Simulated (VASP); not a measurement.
# ZnO (Fm-3m) in VASP: a series of runs, part 2 of 2

VASP 6.6.1. The steps go on from the part before.

## 3. Electric field gradients, PBE (10.05 Å³/atom)

This run uses another cell than the first one, of 10.05 Å³/atom.

INCAR reads:

```
SYSTEM = ZnO
PREC = Accurate
ENCUT = 1000
EDIFF = 1E-8
ISMEAR = -1
SIGMA = 0.03
LREAL = .FALSE.
LASPH = .TRUE.
NELM = 120
ALGO = Normal
ISIF = 2
LWAVE = .FALSE.
LCHARG = .FALSE.
GGA = PE
LEFG = .TRUE.
NBANDS = 16
GGA_COMPAT = .FALSE.
```

KPOINTS reads:

```
regular mesh
0
G
  10 10 10
  0 0 0
```

POSCAR reads:

```
ZnO
1.0
    0.0000000000      2.1576867525      2.1576867525
    2.1576867525      0.0000000000      2.1576867525
    2.1576867525      2.1576867525      0.0000000000
Zn O
1 1
Direct
    0.0000000000      0.0000000000      0.0000000000
    0.5000000000      0.5000000000      0.5000000000
```

Potentials or basis: VASP PAW PBE potentials, release 64 (Zn, O_h).

On the command line:

```
$ cat potpaw_PBE.64/Zn/POTCAR potpaw_PBE.64/O_h/POTCAR > POTCAR
$ mpirun -np 1 vasp_std > vasp.out
```

OUTCAR:

```text
SYSTEM = ZnO
   PREC = Accurate
   ENCUT = 1000
   EDIFF = 1E-8
   ISMEAR = -1
   LREAL = .FALSE.
   LASPH = .TRUE.
   NELM = 120
   ISIF = 2
   GGA = PE

 ion  position               nearest neighbor table
   1  0.000  0.000  0.000-   2 2.16   2 2.16   2 2.16   2 2.16   2 2.16   2 2.16
   2  0.500  0.500  0.500-   1 2.16   1 2.16   1 2.16   1 2.16   1 2.16   1 2.16

  LATTYP: Found a face centered cubic cell.
 ALAT       =     4.3153735050

  Lattice vectors:

 A1 = (   0.0000000000,   2.1576867525,   2.1576867525)
 A2 = (   2.1576867525,   0.0000000000,   2.1576867525)
 A3 = (   2.1576867525,   2.1576867525,   0.0000000000)

Analysis of symmetry for initial positions (statically):
=====================================================================
 Subroutine PRICEL returns:
 Original cell was already a primitive cell.

 Routine SETGRP: Setting up the symmetry group for a
 face centered cubic supercell.

 Subroutine GETGRP returns: Found 48 space group operations
 (whereof 48 operations were pure point group operations)
 out of a pool of 48 trial point group operations.

The static configuration has the point symmetry O_h .

Analysis of symmetry for dynamics (positions and initial velocities):
=====================================================================
 Subroutine PRICEL returns:
 Original cell was already a primitive cell.

 Routine SETGRP: Setting up the symmetry group for a
 face centered cubic supercell.

 Subroutine GETGRP returns: Found 48 space group operations
 (whereof 48 operations were pure point group operations)
 out of a pool of 48 trial point group operations.

The dynamic configuration has the point symmetry O_h .

 Subroutine INISYM returns: Found 48 space group operations
 (whereof 48 operations are pure point group operations),
 and found     1 'primitive' translations

----------------------------------------------------------------------------------------

                                     Primitive cell

  volume of cell :      20.0907

  direct lattice vectors                    reciprocal lattice vectors
     0.000000000  2.157686753  2.157686753    -0.231729652  0.231729652  0.231729652
     2.157686753  0.000000000  2.157686753     0.231729652 -0.231729652  0.231729652
     2.157686753  2.157686753  0.000000000     0.231729652  0.231729652 -0.231729652

  length of vectors
     3.051429869  3.051429869  3.051429869     0.401367531  0.401367531  0.401367531

  position of ions in fractional coordinates (direct lattice)
     0.000000000  0.000000000  0.000000000
     0.500000000  0.500000000  0.500000000

  ion indices of the primitive-cell ions
   primitive index   ion index
                 1           1
                 2           2

----------------------------------------------------------------------------------------

 KPOINTS: regular mesh

Automatic generation of k-mesh.
[... 71 lines left out ...]
   NFREE  =      0    steps in history (QN), initial steepest desc. (CG)
   ISIF   =      2    stress and relaxation
   ISYM   =      2    0-nonsym 1-usesym 2-fastsym
   POTIM  = 0.5000    time-step for ionic-motion
   TEBEG  =    0.0;   TEEND  =   0.0 temperature during run
   PSTRESS=    0.0 pullay stress
   NELECT =      18.0000    total number of electrons
   NUPDOWN=      -1.0000    fix difference up-down
   EMIN   =  10.00;   EMAX   =-10.00  energy-range for DOS
   EFERMI =   0.00;   METHOD = LEGACY
   ISMEAR =    -1;   SIGMA  =   0.03  broadening in eV -4-tet -1-fermi 0-gaus
   EFERMI_NEDOS =   21; number of points for ismear=-14 and -15
   IALGO  =     38    algorithm
   IMIX   =      4    mixing-type and parameters
     AMIX     =   0.40;   BMIX     =  1.00
     AMIX_MAG =   1.60;   BMIX_MAG =  1.00
  volume/ion in A,a.u.               =      10.05        67.79
  Fermi-wavevector in a.u.,A,eV,Ry     =   1.578219  2.982401 33.889055  2.490775
  Thomas-Fermi vector in A             =   2.678783
   LORBIT       =      0    0 simple, 1 ext, 2 COOP (PROOUT), +10 PAW based schemes
   GGA     = PE    functional components
   LHFCALC =     F    Hartree Fock is set to
   AEXX    =    0.0000 exact exchange contribution
   IVDW    =     0    specifies the selected vdW correction
   LEPSILON=     F    determine dielectric tensor
   LRPA    =     F    only Hartree local field effects (RPA)
 non-spin polarized calculation
  energy-cutoff  :     1000.00
  volume of cell :       20.09
 maximum number of plane-waves:      1459
   NGX = 15   NGY = 15   NGZ = 15

 number of electron      18.0000000 magnetization

 Free energy of the ion-electron system (eV)
  ---------------------------------------------------
  ext. energy  EPLUGINS =         0.00000000
  ---------------------------------------------------
  free energy    TOTEN  =        -8.63658448 eV

  energy without entropy =       -8.63658446  energy(sigma->0) =       -8.63658447

 E-fermi :   3.2881     XC(G=0): -12.1581

 val. band max:        2.8610188037   @ k =   0.5000   0.0000   0.0000
 cond. band min:       3.6292914814   @ k =   0.0000   0.0000   0.0000
 fundamental gap:      0.7682726776
 Fermi energy:         3.2881477818

 k-point     1 :       0.0000    0.0000    0.0000
  band No.  band energies     occupation
      1     -15.5066      2.00000
      2      -1.9538      2.00000
      3      -1.9538      2.00000
      4      -1.9538      2.00000
      5      -1.7497      2.00000
      6      -1.7497      2.00000
[... 433 lines left out ...]
      3      -2.3298      2.00000
      4      -1.9075      2.00000
      5      -1.7096      2.00000
      6      -1.5278      2.00000
[... 8 lines left out ...]
     15      30.0503      0.00000
     16      30.2882      0.00000

 [... further k-points ...]

------------------------ aborting loop because EDIFF is reached ----------------------------------------

  FORCE on cell =-STRESS in cart. coord.  units (eV):
  Direction    XX          YY          ZZ          XY          YZ          ZX
  --------------------------------------------------------------------------------------
  -------------------------------------------------------------------------------------
  Total        0.3510544      0.3510544      0.3510544      0.0000000      0.0000000     -0.0000000
  in kB       27.9955991     27.9955991     27.9955991      0.0000000      0.0000000     -0.0000000
  external PRESSURE =      27.9955991 kB  Pullay stress =       0.0000000 kB

 VOLUME and BASIS-vectors are now :
 -----------------------------------------------------------------------------
  energy-cutoff  :     1000.00
  volume of cell :       20.09
      direct lattice vectors                 reciprocal lattice vectors
     0.000000000  2.157686753  2.157686753    -0.231729652  0.231729652  0.231729652
     2.157686753  0.000000000  2.157686753     0.231729652 -0.231729652  0.231729652
     2.157686753  2.157686753  0.000000000     0.231729652  0.231729652 -0.231729652

 POSITION                                       TOTAL-FORCE (eV/Angst)
 -----------------------------------------------------------------------------------
      0.00000      0.00000      0.00000        -0.000000      0.000000      0.000000
      2.15769      2.15769      2.15769         0.000000     -0.000000     -0.000000
 -----------------------------------------------------------------------------------
    total drift:                                0.000000     -0.000000     -0.000000

  FREE ENERGIE OF THE ION-ELECTRON SYSTEM (eV)
  ---------------------------------------------------
  free  energy   TOTEN  =        -8.6365844807 eV

  energy  without entropy=       -8.6365844609  energy(sigma->0) =       -8.63658447

 Electric field gradients (V/A^2)
---------------------------------------------------------------------
 ion       V_xx      V_yy      V_zz      V_xy      V_xz      V_yz
---------------------------------------------------------------------
   1      -0.000     0.000    -0.000    -0.000    -0.000    -0.000
   2       0.000    -0.000    -0.000    -0.003    -0.003    -0.003
---------------------------------------------------------------------

 Electric field gradients after diagonalization (V/A^2)
 (convention: |V_zz| > |V_xx| > |V_yy|)
----------------------------------------------------------------------
 ion       V_xx      V_yy      V_zz     asymmetry (V_yy - V_xx)/ V_zz
----------------------------------------------------------------------
   1       0.000     0.000    -0.001       0.000
   2       0.003     0.003    -0.007       0.000
----------------------------------------------------------------------

           NMR quadrupolar parameters

 Cq : quadrupolar parameter    Cq=e*Q*V_zz/h
 eta: asymmetry parameters     (V_yy - V_xx)/ V_zz
 Q  : nuclear electric quadrupole moment in mb (millibarn)
----------------------------------------------------------------------
 ion       Cq(MHz)       eta       Q (mb)
----------------------------------------------------------------------
   1      -0.000       0.000       1.000
   2      -0.000       0.000       1.000
----------------------------------------------------------------------
```

OSZICAR:

```text
N       E                     dE             d eps       ncg     rms          rms(c)
DAV:   1     0.138324168204E+03    0.13832E+03   -0.14173E+04  1552   0.267E+03
DAV:   2     0.146432490267E+01   -0.13686E+03   -0.12377E+03  1736   0.415E+02
DAV:   3    -0.100101204936E+02   -0.11474E+02   -0.11329E+02  1712   0.104E+02
DAV:   4    -0.101192093672E+02   -0.10909E+00   -0.10905E+00  1816   0.109E+01
DAV:   5    -0.101195724191E+02   -0.36305E-03   -0.36305E-03  1832   0.657E-01    0.924E+00
DAV:   6    -0.866719290069E+01    0.14524E+01   -0.28385E+00  2368   0.504E+01    0.616E+00
DAV:   7    -0.865228677844E+01    0.14906E-01   -0.44040E-01  1792   0.115E+01    0.340E+00
DAV:   8    -0.863849815632E+01    0.13789E-01   -0.80479E-02  1560   0.295E+00    0.542E-01
DAV:   9    -0.863647839295E+01    0.20198E-02   -0.48844E-03  2464   0.111E+00    0.111E-01
DAV:  10    -0.863657041819E+01   -0.92025E-04   -0.11398E-03  1560   0.320E-01    0.615E-02
DAV:  11    -0.863658595405E+01   -0.15536E-04   -0.43786E-05  2024   0.105E-01    0.133E-02
DAV:  12    -0.863658526544E+01    0.68861E-06   -0.28493E-06  1720   0.253E-02    0.834E-03
DAV:  13    -0.863658446730E+01    0.79815E-06   -0.19994E-06  2144   0.266E-02    0.635E-04
DAV:  14    -0.863658447179E+01   -0.44911E-08   -0.23044E-07  1720   0.527E-03    0.487E-04
DAV:  15    -0.863658448259E+01   -0.10805E-07   -0.78651E-09   968   0.987E-04    0.543E-05
DAV:  16    -0.863658448071E+01    0.18808E-08   -0.70121E-10   776   0.429E-04
   1 F= -.86365845E+01 E0= -.86365845E+01  d E =-.198387E-07
```

stdout:

```text
POSCAR found type information on POSCAR ZnO
 POSCAR found :  2 types and       2 ions
 scaLAPACK will be used
 LDA part: xc-table for (Slater+PW92), standard interpolation
 POSCAR, INCAR and KPOINTS ok, starting setup
 FFT: planning ... GRIDC
 FFT: planning ... GRID_SOFT
 FFT: planning ... GRID
 WAVECAR not read
 entering main loop
ion   1

ion   2
```

Run time: 24 s. Hardware: 1 thread of AMD EPYC 9R45 (Zen 5), shared host; peak memory 0.17 GiB.

Results:

* Free energy: -8.6366 eV
* Pressure: 2.8 GPa
* Band gap on the k mesh: 0.77 eV (least direct gap 2.04 eV)
* Largest electric field gradient by atom: under 0.05 V/Å² on every atom

Levels at points of the mesh, in eV from the valence-band top:
| k point | band 5 | band 6 | band 7 | band 8 | band 9 | band 10 | band 11 | band 12 | band 13 | band 14 |
| --- | --- | --- | --- | --- | --- | --- | --- | --- | --- | --- |
| (0.00, 0.00, 0.00) | -4.61 | -4.61 | -1.28 | -1.28 | -1.28 | 0.77 | 17.84 | 17.84 | 17.84 | 18.23 |
| (0.50, 0.00, 0.00) | -4.41 | -4.41 | -3.59 | 0.00 | 0.00 | 5.40 | 8.87 | 12.69 | 12.69 | 19.05 |
| (0.50, 0.50, 0.00) | -4.31 | -4.31 | -4.02 | -2.67 | -2.67 | 4.11 | 10.52 | 11.23 | 15.16 | 15.16 |

Caveat: semilocal functionals underestimate gaps, and a narrow one can read as zero.
